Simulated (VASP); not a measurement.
# Al (Pm-3n) in VASP: notebook, part 2 of 2

VASP 6.6.1. Earlier steps stand in the parts before.

### 3 Single point, PBE

Input file INCAR:

```
PREC = Accurate
ENCUT = 520
EDIFF = 1E-7
ISMEAR = -1
SIGMA = 0.1
LREAL = F
LASPH = T
NELM = 60
ALGO = Normal
ISIF = 2
LWAVE = F
LCHARG = F
GGA = PE
NBANDS = 22
```

Input file KPOINTS:

```
regular mesh
0
Gamma
  7 7 7
```

Input file POSCAR:

```
Al
1.0
    5.1360075333      0.0000000000      0.0000000000
    0.0000000000      5.1360075333      0.0000000000
    0.0000000000      0.0000000000      5.1360075333
Al
8
Direct
    1.0000000000      1.0000000000      1.0000000000
    0.5000000000      0.5000000000      0.5000000000
    0.2500000000      1.0000000000      0.5000000000
    0.7500000000      1.0000000000      0.5000000000
    0.5000000000      0.2500000000      0.0000000000
    0.5000000000      0.7500000000      0.0000000000
    0.0000000000      0.5000000000      0.2500000000
    0.0000000000      0.5000000000      0.7500000000
```

Potentials or basis: VASP PAW PBE potentials, release 64 (Al).

The run is started by

```sh
$ cat potpaw_PBE.64/Al/POTCAR > POTCAR
$ mpirun -np 1 vasp_std > vasp.out
```

OUTCAR:

```text
PREC = Accurate
   ENCUT = 520
   EDIFF = 1E-7
   ISMEAR = -1
   LREAL = F
   LASPH = T
   NELM = 60
   ISIF = 2
   GGA = PE

 ion  position               nearest neighbor table
   1  0.000  0.000  0.000-   3 2.87   4 2.87   5 2.87   6 2.87   7 2.87   8 2.87   3 2.87   4 2.87
                             7 2.87   8 2.87   5 2.87   6 2.87
   2  0.500  0.500  0.500-   3 2.87   4 2.87   5 2.87   6 2.87   7 2.87   8 2.87   5 2.87   6 2.87
                             3 2.87   4 2.87   7 2.87   8 2.87
   3  0.250  0.000  0.500-   4 2.57   4 2.57   1 2.87   1 2.87   2 2.87   2 2.87   8 3.15   5 3.15
                             5 3.15   6 3.15   6 3.15   7 3.15   8 3.15   7 3.15
   4  0.750  0.000  0.500-   3 2.57   3 2.57   1 2.87   1 2.87   2 2.87   2 2.87   8 3.15   5 3.15
                             5 3.15   6 3.15   6 3.15   7 3.15   8 3.15   7 3.15
   5  0.500  0.250  0.000-   6 2.57   6 2.57   1 2.87   2 2.87   2 2.87   1 2.87   8 3.15   4 3.15
                             3 3.15   4 3.15   3 3.15   7 3.15   7 3.15   8 3.15
   6  0.500  0.750  0.000-   5 2.57   5 2.57   1 2.87   2 2.87   2 2.87   1 2.87   8 3.15   4 3.15
                             3 3.15   4 3.15   3 3.15   7 3.15   7 3.15   8 3.15
[... 208 lines left out ...]
      3       2.0535      2.00000
      4       2.0535      2.00000
      5       2.4864      2.00000
      6       2.4864      2.00000
[... 489 lines left out ...]
     21      11.9000      0.00000
     22      12.0081      0.00000

------------------------ aborting loop because EDIFF is reached ----------------------------------------

  FORCE on cell =-STRESS in cart. coord.  units (eV):
  Direction    XX          YY          ZZ          XY          YZ          ZX
  --------------------------------------------------------------------------------------
  -------------------------------------------------------------------------------------
  Total       -0.0035651     -0.0035651     -0.0035651      0.0000000     -0.0000000     -0.0000000
  in kB       -0.0421607     -0.0421607     -0.0421607      0.0000000     -0.0000000     -0.0000000
  external PRESSURE =      -0.0421607 kB  Pullay stress =       0.0000000 kB

 VOLUME and BASIS-vectors are now :
 -----------------------------------------------------------------------------
  energy-cutoff  :      520.00
  volume of cell :      135.48
      direct lattice vectors                 reciprocal lattice vectors
     5.136007533  0.000000000  0.000000000     0.194703764  0.000000000  0.000000000
     0.000000000  5.136007533  0.000000000     0.000000000  0.194703764  0.000000000
     0.000000000  0.000000000  5.136007533     0.000000000  0.000000000  0.194703764

 POSITION                                       TOTAL-FORCE (eV/Angst)
 -----------------------------------------------------------------------------------
      0.00000      0.00000      0.00000        -0.000000     -0.000000      0.000000
      2.56800      2.56800      2.56800        -0.000000     -0.000000      0.000000
      1.28400      0.00000      2.56800        -0.000000     -0.000000     -0.000000
      3.85201      0.00000      2.56800         0.000000     -0.000000      0.000000
      2.56800      1.28400      0.00000         0.000000      0.000000     -0.000000
      2.56800      3.85201      0.00000         0.000000     -0.000000      0.000000
      0.00000      2.56800      1.28400         0.000000     -0.000000      0.000000
      0.00000      2.56800      3.85201        -0.000000      0.000000     -0.000000
 -----------------------------------------------------------------------------------
    total drift:                               -0.000000      0.000000     -0.000000

  FREE ENERGIE OF THE ION-ELECTRON SYSTEM (eV)
  ---------------------------------------------------
  free  energy   TOTEN  =       -29.4185317547 eV

  energy  without entropy=      -29.3138880583  energy(sigma->0) =      -29.36620991
```

stdout:

```text
POSCAR found type information on POSCAR Al
 POSCAR found :  1 types and       8 ions
 scaLAPACK will be used
 LDA part: xc-table for (Slater+PW92), standard interpolation
 POSCAR, INCAR and KPOINTS ok, starting setup
 FFT: planning ... GRIDC
 FFT: planning ... GRID_SOFT
 FFT: planning ... GRID
 WAVECAR not read
 entering main loop
```

Wall time 27 s (1 thread of Intel Xeon 6975P-C (Granite Rapids), shared host); peak memory 0.24 GiB.

What came out:

```yaml
Free_energy: -29.4185 eV
Pressure: 0.0 GPa
Band_gap_on_the_k_mesh: zero (band 12 reaches 10.06 eV, above the bottom of band 13 at 6.99 eV)
```

### 4 Relaxation of cell and atoms, PBE

This run uses another cell than the first one, of 16.60 Å³/atom, 0.980 times its volume.

Input file INCAR:

```
SYSTEM = Al
PREC = Accurate
ENCUT = 600
EDIFF = 1E-6
ISMEAR = -1
SIGMA = 0.1
LREAL = .False.
LASPH = .True.
NELM = 80
ALGO = Normal
ISIF = 3
LWAVE = .False.
LCHARG = .False.
GGA = PE
IBRION = 2
NSW = 80
EDIFFG = -0.01
```

Input file KPOINTS:

```
regular mesh
0
Gamma
  5 5 5
  0 0 0
```

Input file POSCAR:

```
Al
1.0
    5.1021510852      0.0000000000      0.0000000000
    0.0000000000      5.1021510852      0.0000000000
    0.0000000000      0.0000000000      5.1021510852
Al
8
Direct
    0.0000000000      0.0000000000      0.0000000000
    0.5000000000      0.5000000000      0.5000000000
    0.2500000000      0.0000000000      0.5000000000
    0.7500000000      0.0000000000      0.5000000000
    0.5000000000      0.2500000000      0.0000000000
    0.5000000000      0.7500000000      0.0000000000
    0.0000000000      0.5000000000      0.2500000000
    0.0000000000      0.5000000000      0.7500000000
```

Potentials or basis: VASP PAW PBE potentials, release 64 (Al).

The run is started by

```sh
$ cat potpaw_PBE.64/Al/POTCAR > POTCAR
$ mpirun -np 1 vasp_std > vasp.out
```

OUTCAR:

```text
SYSTEM = Al
   PREC = Accurate
   ENCUT = 600
   EDIFF = 1E-6
   ISMEAR = -1
   LREAL = .False.
   LASPH = .True.
   NELM = 80
   ISIF = 3
   GGA = PE
   IBRION = 2
   NSW = 80
   EDIFFG = -0.01

 ion  position               nearest neighbor table
   1  0.000  0.000  0.000-   3 2.85   4 2.85   5 2.85   6 2.85   7 2.85   8 2.85   3 2.85   4 2.85
                             7 2.85   8 2.85   5 2.85   6 2.85
   2  0.500  0.500  0.500-   3 2.85   4 2.85   5 2.85   6 2.85   7 2.85   8 2.85   5 2.85   6 2.85
                             3 2.85   4 2.85   7 2.85   8 2.85
   3  0.250  0.000  0.500-   4 2.55   4 2.55   1 2.85   1 2.85   2 2.85   2 2.85   5 3.12   6 3.12
                             6 3.12   5 3.12   8 3.12   7 3.12   8 3.12   7 3.12
   4  0.750  0.000  0.500-   3 2.55   3 2.55   1 2.85   1 2.85   2 2.85   2 2.85   5 3.12   6 3.12
                             6 3.12   5 3.12   8 3.12   7 3.12   8 3.12   7 3.12
   5  0.500  0.250  0.000-   6 2.55   6 2.55   1 2.85   2 2.85   2 2.85   1 2.85   3 3.12   4 3.12
                             3 3.12   4 3.12   8 3.12   7 3.12   7 3.12   8 3.12
   6  0.500  0.750  0.000-   5 2.55   5 2.55   1 2.85   2 2.85   2 2.85   1 2.85   3 3.12   4 3.12
                             3 3.12   4 3.12   8 3.12   7 3.12   7 3.12   8 3.12
   7  0.000  0.500  0.250-   8 2.55   8 2.55   1 2.85   2 2.85   1 2.85   2 2.85   3 3.12   4 3.12
                             5 3.12   3 3.12   4 3.12   6 3.12   5 3.12   6 3.12
   8  0.000  0.500  0.750-   7 2.55   7 2.55   1 2.85   2 2.85   1 2.85   2 2.85   3 3.12   4 3.12
                             5 3.12   3 3.12   4 3.12   6 3.12   5 3.12   6 3.12

  LATTYP: Found a simple cubic cell.
 ALAT       =     5.1021510852

  Lattice vectors:

 A1 = (   5.1021510852,   0.0000000000,   0.0000000000)
 A2 = (   0.0000000000,   5.1021510852,   0.0000000000)
 A3 = (   0.0000000000,   0.0000000000,   5.1021510852)

Analysis of symmetry for initial positions (statically):
=====================================================================
 Subroutine PRICEL returns:
 Original cell was already a primitive cell.

 Routine SETGRP: Setting up the symmetry group for a
 simple cubic supercell.

 Subroutine GETGRP returns: Found 48 space group operations
 (whereof 24 operations were pure point group operations)
 out of a pool of 48 trial point group operations.

The static configuration has the point symmetry T_h .
 The point group associated with its full space group is O_h .

[... 126 lines left out ...]
   EFERMI_NEDOS =   21; number of points for ismear=-14 and -15
   IALGO  =     38    algorithm
   IMIX   =      4    mixing-type and parameters
     AMIX     =   0.40;   BMIX     =  1.00
     AMIX_MAG =   1.60;   BMIX_MAG =  1.00
  volume/ion in A,a.u.               =      16.60       112.04
  Fermi-wavevector in a.u.,A,eV,Ry     =   0.925533  1.749004 11.654906  0.856611
  Thomas-Fermi vector in A             =   2.051398
   LORBIT       =      0    0 simple, 1 ext, 2 COOP (PROOUT), +10 PAW based schemes
   GGA     = PE    functional components
   LHFCALC =     F    Hartree Fock is set to
   AEXX    =    0.0000 exact exchange contribution
   IVDW    =     0    specifies the selected vdW correction
   LEPSILON=     F    determine dielectric tensor
   LRPA    =     F    only Hartree local field effects (RPA)
 conjugate gradient relaxation of ions
 non-spin polarized calculation
  energy-cutoff  :      600.00
  volume of cell :      132.82
 maximum number of plane-waves:      4447
 NGX is ok and might be reduce to    42
   NGX = 21   NGY = 21   NGZ = 21

--------------------------------------- Ionic step        1  -------------------------------------------

 number of electron      23.9999999 magnetization

 Free energy of the ion-electron system (eV)
  ---------------------------------------------------
  ext. energy  EPLUGINS =         0.00000000
  ---------------------------------------------------
  free energy    TOTEN  =       -29.31664198 eV

  energy without entropy =      -29.17177574  energy(sigma->0) =      -29.24420886

------------------------ aborting loop because EDIFF is reached ----------------------------------------

  FORCE on cell =-STRESS in cart. coord.  units (eV):
  Direction    XX          YY          ZZ          XY          YZ          ZX
  --------------------------------------------------------------------------------------
  -------------------------------------------------------------------------------------
  Total        1.2227734      1.2227734      1.2227734      0.0000000     -0.0000000     -0.0000000
  in kB       14.7501561     14.7501561     14.7501561      0.0000000     -0.0000000     -0.0000000
  external PRESSURE =      14.7501561 kB  Pullay stress =       0.0000000 kB
[... 71 lines left out ...]
--------------------------------------- Ionic step        3  -------------------------------------------

 number of electron      24.0000000 magnetization

 Free energy of the ion-electron system (eV)
  ---------------------------------------------------
  ext. energy  EPLUGINS =         0.00000000
  ---------------------------------------------------
  free energy    TOTEN  =       -29.32841021 eV

  energy without entropy =      -29.18171984  energy(sigma->0) =      -29.25506502

 E-fermi :   7.8610     XC(G=0): -10.0964

 val. band max:        7.8503150395   @ k =   0.4000   0.2000   0.2000
 cond. band min:       7.8782287125   @ k =   0.2000   0.2000   0.2000
 fundamental gap:      0.0279136731
 Fermi energy:         7.8610066296

 k-point     1 :       0.0000    0.0000    0.0000
  band No.  band energies     occupation
      1      -3.2307      2.00000
      2       2.0516      2.00000
      3       2.0579      2.00000
      4       2.0579      2.00000
      5       2.4882      2.00000
      6       2.4882      2.00000
[... 224 lines left out ...]
  FREE ENERGIE OF THE ION-ELECTRON SYSTEM (eV)
  ---------------------------------------------------
  free  energy   TOTEN  =       -29.3284102127 eV

  energy  without entropy=      -29.1817198363  energy(sigma->0) =      -29.25506502

 reached required accuracy - stopping structural energy minimisation
```

It took 29 s on 1 thread of Intel Xeon 6975P-C (Granite Rapids), shared host; peak memory 0.25 GiB.

Results:

```yaml
Free_energy: -29.3284 eV
Relaxed_volume: 16.93 Å³/atom
Relaxed_cell: a = 5.135 Å, b = 5.135 Å, c = 5.135 Å, α = 90.00°, β = 90.00°, γ = 90.00°
Space_group_after_relaxing_to_0.05_Å: Pm-3n (No. 223)
Energy_gained_by_relaxing: 1.5 meV/atom
Ionic_steps: 3
Pressure_after_relaxing: 0.0 GPa
Band_gap_on_the_k_mesh: zero (band 12 reaches 9.72 eV, above the bottom of band 13 at 7.17 eV)
```

The path:
```csv
step,energy change (eV),largest force (eV/Å),pressure (GPa),volume (Å³)
1,0.0000,0.0000,1.48,132.82
2,-0.0116,0.0000,-0.18,135.78
3,-0.0118,0.0000,0.00,135.43
```

Final structure:
```xyz
8
Lattice="5.1354 0.0000 0.0000 0.0000 5.1354 0.0000 0.0000 0.0000 5.1354" Properties=species:S:1:pos:R:3 pbc="T T T"
Al    0.0000    0.0000    0.0000
Al    2.5677    2.5677    2.5677
Al    1.2838    0.0000    2.5677
Al    3.8515    0.0000    2.5677
Al    2.5677    1.2838    0.0000
Al    2.5677    3.8515    0.0000
Al    0.0000    2.5677    1.2838
Al    0.0000    2.5677    3.8515
```

### 5 Summary

| task | cell | k mesh | cutoff (eV) | gap on the mesh (eV) | pressure (GPa) |
| --- | --- | --- | --- | --- | --- |
| single point | a = 5.136 Å, 8 atoms | 5 × 5 × 5 | 520 | none | 0.0 |
| single point | a = 5.136 Å, 8 atoms | 7 × 7 × 7 | 520 | none | 0.0 |
| relaxation of cell and atoms | relaxed from a = 5.102 Å, 8 atoms | 5 × 5 × 5 | 600 | none | 0.0 |

Alike in all rows: level PBE; potentials or basis VASP PAW PBE potentials, release 64 (Al); no spin polarisation; smearing fermi-dirac 0.1 eV.

Total energies depend on the potentials used, so only differences within one code and one set of settings carry meaning.
